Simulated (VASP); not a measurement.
# Al (a cell with a defect) in VASP: notebook, part 2 of 2

VASP 6.6.1. The steps go on from the part before.

## Step 3: Single point, PBE

Contents of INCAR:

```
ALGO = Normal
EDIFF = 1E-6
ENCUT = 520
GGA = PE
ISIF = 2
ISMEAR = 0
LASPH = True
LCHARG = False
LREAL = Auto
LWAVE = False
NBANDS = 68
NELM = 80
PREC = Accurate
SIGMA = 0.15
```

Contents of KPOINTS:

```
k-points
0
Gamma
  3 3 3
```

Contents of POSCAR:

```
Al
1.0
    8.1000000000      0.0000000000      0.0000000000
    0.0000000000      8.1000000000      0.0000000000
    0.0000000000      0.0000000000      8.1000000000
Al
31
Direct
    0.7472972840      0.2470164198     -0.0001595062
    0.7463313580     -0.0015824691      0.2464512346
    0.0043812346      0.0020533333     -0.0001518519
    0.4386309877      0.0614279012     -0.0001470370
    0.4980348148      0.4957134568     -0.0001407407
    0.7483913580      0.7517286420     -0.0001516049
    0.2438433333     -0.0026096296      0.2613288889
    0.5026609877      0.2562423457      0.2613177778
    0.7518397531      0.5007885185      0.2506198765
    0.5018044444     -0.0017360494      0.4998485185
    0.7552640741      0.2492858025      0.4998425926
    0.7463169136     -0.0016008642      0.7532311111
    0.0026796296      0.4973969136     -0.0001425926
    0.2530714815      0.7527559259     -0.0001404938
    0.0027335802      0.2501734568      0.2471738272
    0.2499064198      0.4973551852      0.2471956790
    0.5017049383      0.7537590123      0.2464514815
   -0.0069843210     -0.0019106173      0.4998477778
    0.2490041975      0.2510417284      0.4998571605
    0.5019791358      0.5070498765      0.4998576543
    0.7508433333      0.7492313580      0.4998443210
    0.2438208642     -0.0025928395      0.7383870370
    0.5026587654      0.2562327160      0.7383839506
    0.7518158025      0.5008003704      0.7490787654
   -0.0006974074      0.7482477778      0.2506324691
    0.0009054321      0.4991661728      0.4998567901
    0.2508125926      0.7447902469      0.4998702469
    0.0026923457      0.2501748148      0.7525201235
    0.2498945679      0.4973277778      0.7525420988
    0.5016774074      0.7537618519      0.7532585185
   -0.0007070370      0.7482402469      0.7490741975
```

Potentials or basis: VASP PAW PBE potentials, release 64 (Al).

Command:

```sh
$ cat potpaw_PBE.64/Al/POTCAR > POTCAR
$ mpirun -np 1 vasp_std > vasp.out
```

OUTCAR:

```text
EDIFF = 1E-6
   ENCUT = 520
   GGA = PE
   ISIF = 2
   ISMEAR = 0
   LASPH = True
   LREAL = Auto
   NELM = 80
   PREC = Accurate

 ion  position               nearest neighbor table
   1  0.747  0.247  1.000-   2 2.84  12 2.84   5 2.85   3 2.88  28 2.88  15 2.88  24 2.89   9 2.89
                            13 2.90  23 2.90   8 2.90   4 2.92
   2  0.746  0.998  0.246-  17 2.80   6 2.83   1 2.84  10 2.85  18 2.86   8 2.88  21 2.88  25 2.88
                            11 2.89   3 2.89  15 2.91   4 3.23
   3  0.004  0.002  1.000-  15 2.84  28 2.84  14 2.85  22 2.87   7 2.87   1 2.88  31 2.89  25 2.89
                             2 2.89  12 2.89   6 2.90
   4  0.439  0.061  1.000-   7 2.69  22 2.69  23 2.69   8 2.69  14 2.92   1 2.92  30 3.23  17 3.23
                             2 3.23  12 3.23
   5  0.498  0.496  1.000-  29 2.84  16 2.84   1 2.85   8 2.87  23 2.87  14 2.88  24 2.89   9 2.89
                            17 2.89  30 2.89   6 2.90
   6  0.748  0.752  1.000-  12 2.83  17 2.83   2 2.83  30 2.83  31 2.87  25 2.87  24 2.87   9 2.87
                             3 2.90   5 2.90  13 2.91
   7  0.244  0.997  0.261-   4 2.69  18 2.80  27 2.81  19 2.82  25 2.83  15 2.83  10 2.85   3 2.87
                            17 2.88  14 2.90   8 2.96
[... 292 lines left out ...]
      5      -1.1660      2.00000
      6      -1.0607      2.00000
[... 843 lines left out ...]
     57       9.2679      0.00000
     58       9.5026      0.00000
 [bands above 58 left out]

------------------------ aborting loop because EDIFF is reached ----------------------------------------

  FORCE on cell =-STRESS in cart. coord.  units (eV):
  Direction    XX          YY          ZZ          XY          YZ          ZX
  --------------------------------------------------------------------------------------
  -------------------------------------------------------------------------------------
  Total       -3.8783761     -3.8785892     -1.3985703      0.4802744     -0.0034151      0.0047212
  in kB      -11.6924480    -11.6930904     -4.2163808      1.4479213     -0.0102959      0.0142335
  external PRESSURE =      -9.2006397 kB  Pullay stress =       0.0000000 kB

 VOLUME and BASIS-vectors are now :
 -----------------------------------------------------------------------------
  energy-cutoff  :      520.00
  volume of cell :      531.44
      direct lattice vectors                 reciprocal lattice vectors
     8.100000000  0.000000000  0.000000000     0.123456790  0.000000000  0.000000000
     0.000000000  8.100000000  0.000000000     0.000000000  0.123456790  0.000000000
     0.000000000  0.000000000  8.100000000     0.000000000  0.000000000  0.123456790

 POSITION                                       TOTAL-FORCE (eV/Angst)
 -----------------------------------------------------------------------------------
      6.05311      2.00083      8.09871        -0.013256      0.026458      0.000919
      6.04528      8.08718      1.99626        -0.029831      0.019333     -0.031683
      0.03549      0.01663      8.09877        -0.003937      0.006187      0.000655
      3.55291      0.49757      8.09881         0.507687     -0.507747      0.001181
      4.03408      4.01528      8.09886        -0.006540      0.003551      0.000252
      6.06197      6.08900      8.09877        -0.013196      0.012975     -0.000716
[... 23 lines left out ...]
      4.06359      6.10547      6.10139        -0.020137      0.030075      0.033181
      8.09427      6.06075      6.06750        -0.012660      0.013890     -0.001663
 -----------------------------------------------------------------------------------
    total drift:                                0.015440     -0.020193     -0.004009

  FREE ENERGIE OF THE ION-ELECTRON SYSTEM (eV)
  ---------------------------------------------------
  free  energy   TOTEN  =      -115.6625678643 eV

  energy  without entropy=     -115.5429892776  energy(sigma->0) =     -115.60277857
```

OSZICAR:

```text
N       E                     dE             d eps       ncg     rms          rms(c)
DAV:   1     0.124134447840E+03    0.12413E+03   -0.32053E+04  1904   0.109E+03
DAV:   2    -0.102797463074E+03   -0.22693E+03   -0.21203E+03  2244   0.142E+02
DAV:   3    -0.116245812485E+03   -0.13448E+02   -0.12785E+02  2336   0.277E+01
DAV:   4    -0.116565973663E+03   -0.32016E+00   -0.31738E+00  2344   0.461E+00
DAV:   5    -0.116572317132E+03   -0.63435E-02   -0.63343E-02  2328   0.751E-01    0.721E+00
DAV:   6    -0.115952897385E+03    0.61942E+00   -0.75130E-01  2236   0.221E+00    0.426E+00
DAV:   7    -0.115710266228E+03    0.24263E+00   -0.22012E-01  2248   0.132E+00    0.145E+00
DAV:   8    -0.115664993337E+03    0.45273E-01   -0.38164E-02  2276   0.559E-01    0.468E-01
DAV:   9    -0.115662972347E+03    0.20210E-02   -0.31911E-03  2256   0.159E-01    0.315E-01
DAV:  10    -0.115662609597E+03    0.36275E-03   -0.68320E-04  2320   0.672E-02    0.727E-02
DAV:  11    -0.115662569383E+03    0.40214E-04   -0.11013E-04  2304   0.276E-02    0.283E-02
DAV:  12    -0.115662568316E+03    0.10671E-05   -0.13805E-05  2384   0.953E-03    0.110E-02
DAV:  13    -0.115662567864E+03    0.45128E-06   -0.14870E-06  1416   0.357E-03
   1 F= -.11566257E+03 E0= -.11560278E+03  d E =-.119579E+00
```

Wall time 7.6 min (1 thread of Intel Xeon Platinum 8259CL at 2.50GHz (Skylake/Cascade Lake), shared host); peak memory 0.63 GiB.

What came out:

```
Free energy            : -115.6626 eV
Pressure               : -0.9 GPa
Largest force          : 0.718 eV/Å
Band gap on the k mesh : zero (an odd number of electrons rules out a gap without spin polarisation)
```

Forces in eV/Å, atoms in the order of the input:
```
Al  -0.013  0.026  0.001
Al  -0.030  0.019 -0.032
Al  -0.004  0.006  0.001
Al   0.508 -0.508  0.001
Al  -0.007  0.004  0.000
Al  -0.013  0.013 -0.001
Al  -0.016  0.050 -0.008
Al  -0.050  0.016 -0.008
Al  -0.014  0.013  0.001
Al  -0.002  0.003 -0.001
Al  -0.027  0.023  0.000
Al  -0.030  0.020  0.034
Al  -0.010  0.009  0.000
Al  -0.027  0.013  0.000
Al  -0.014  0.001 -0.022
Al  -0.001  0.013 -0.023
Al  -0.021  0.030 -0.032
Al  -0.024 -0.005  0.000
Al  -0.030  0.031 -0.001
Al   0.006  0.024  0.000
Al  -0.013  0.015 -0.002
Al  -0.016  0.051  0.007
Al  -0.051  0.017  0.007
Al  -0.014  0.012 -0.001
Al  -0.012  0.014  0.001
Al  -0.002  0.002 -0.002
Al  -0.024  0.027 -0.001
Al  -0.013  0.002  0.023
Al  -0.001  0.014  0.024
Al  -0.020  0.030  0.033
Al  -0.013  0.014 -0.002
```

## Step 4: Single point, PBE

Contents of INCAR:

```
PREC = Accurate ; ENCUT = 520
EDIFF = 1E-6 ; ISMEAR = 0
SIGMA = 0.15 ; LREAL = Auto
LASPH = True ; NELM = 100
ALGO = Normal ; ISIF = 2
LWAVE = False ; LCHARG = False
GGA = PE ; NBANDS = 68
```

Contents of KPOINTS:

```
regular mesh
0
Gamma
  3 3 3
```

Contents of POSCAR:

```
Al
1.0
    8.1000000000      0.0000000000      0.0000000000
    0.0000000000      8.1000000000      0.0000000000
    0.0000000000      0.0000000000      8.1000000000
Al
31
Direct
    0.7451423457      0.2458325926     -0.0001991358
    0.7463740741     -0.0018274074      0.2454770370
    0.0063066667      0.0033009877     -0.0001974074
    0.4181904938      0.0819292593     -0.0001954321
    0.4967986420      0.4937964198     -0.0001945679
    0.7490614815      0.7510493827     -0.0001953086
    0.2439203704     -0.0035025926      0.2648695062
    0.5035967901      0.2561850617      0.2648764198
    0.7516132099      0.5006476543      0.2501120988
    0.5025270370     -0.0024285185      0.4998064198
    0.7565402469      0.2498432099      0.4997996296
    0.7463798765     -0.0018317284      0.7541239506
    0.0023600000      0.4977403704     -0.0001965432
    0.2542676543      0.7549556790     -0.0001934568
    0.0028458025      0.2505438272      0.2463640741
    0.2495548148      0.4972587654      0.2463712346
    0.5019341975      0.7537264198      0.2454774074
   -0.0078351852     -0.0017834568      0.4998006173
    0.2480228395      0.2520711111      0.4997992593
    0.5018854321      0.5079346914      0.4998066667
    0.7506953086      0.7494007407      0.4998039506
    0.2439140741     -0.0034950617      0.7347424691
    0.5035962963      0.2561798765      0.7347354321
    0.7516061728      0.5006522222      0.7494954321
   -0.0005486420      0.7484874074      0.2501160494
    0.0006945679      0.4994028395      0.4998037037
    0.2502606173      0.7435600000      0.4998077778
    0.0028386420      0.2505453086      0.7532369136
    0.2495553086      0.4972495062      0.7532395062
    0.5019272840      0.7537262963      0.7541332099
   -0.0005485185      0.7484880247      0.7494909877
```

Command:

```sh
$ cat potpaw_PBE.64/Al/POTCAR > POTCAR
$ mpirun -np 1 vasp_std > vasp.out
```

It took 7 min on 1 thread of Intel Xeon Platinum 8259CL at 2.50GHz (Skylake/Cascade Lake), shared host; peak memory 0.63 GiB.

Results (log left out):

```
Free energy            : -115.5036 eV
Pressure               : -0.8 GPa
Largest force          : 0.611 eV/Å
Band gap on the k mesh : zero (an odd number of electrons rules out a gap without spin polarisation)
```

Forces in eV/Å, atoms in the order of the input:
```
Al   0.000  0.026 -0.001
Al  -0.027  0.020 -0.015
Al  -0.013 -0.003  0.000
Al   0.432 -0.432 -0.001
Al   0.003  0.014  0.000
Al  -0.011  0.012 -0.002
Al  -0.041  0.025  0.006
Al  -0.025  0.041  0.006
Al  -0.007  0.008  0.012
Al  -0.004  0.003  0.001
Al  -0.011  0.012  0.000
Al  -0.027  0.020  0.017
Al  -0.002  0.002  0.000
Al  -0.026  0.000 -0.001
Al  -0.013  0.008 -0.006
Al  -0.008  0.013 -0.006
Al  -0.021  0.027 -0.015
Al  -0.029  0.003  0.001
Al  -0.025  0.025  0.000
Al  -0.003  0.029  0.001
Al   0.000  0.001 -0.002
Al  -0.040  0.025 -0.005
Al  -0.025  0.040 -0.005
Al  -0.006  0.007 -0.013
Al  -0.008  0.006  0.013
Al  -0.005  0.006 -0.002
Al  -0.011  0.011 -0.001
Al  -0.013  0.007  0.008
Al  -0.007  0.012  0.008
Al  -0.020  0.027  0.016
Al  -0.007  0.007 -0.013
```

Stress tensor (GPa, compression positive):
```
-1.13  0.13  0.00
 0.13 -1.14  0.00
 0.00  0.00 -0.15
```

Levels at points of the mesh, in eV from the Fermi level:
| k point | band 45 | band 46 | band 47 | band 48 | band 49 | band 50 |
| --- | --- | --- | --- | --- | --- | --- |
| (0.00, 0.00, 0.00) | -0.24 | 0.24 | 0.42 | 0.48 | 0.56 | 0.58 |
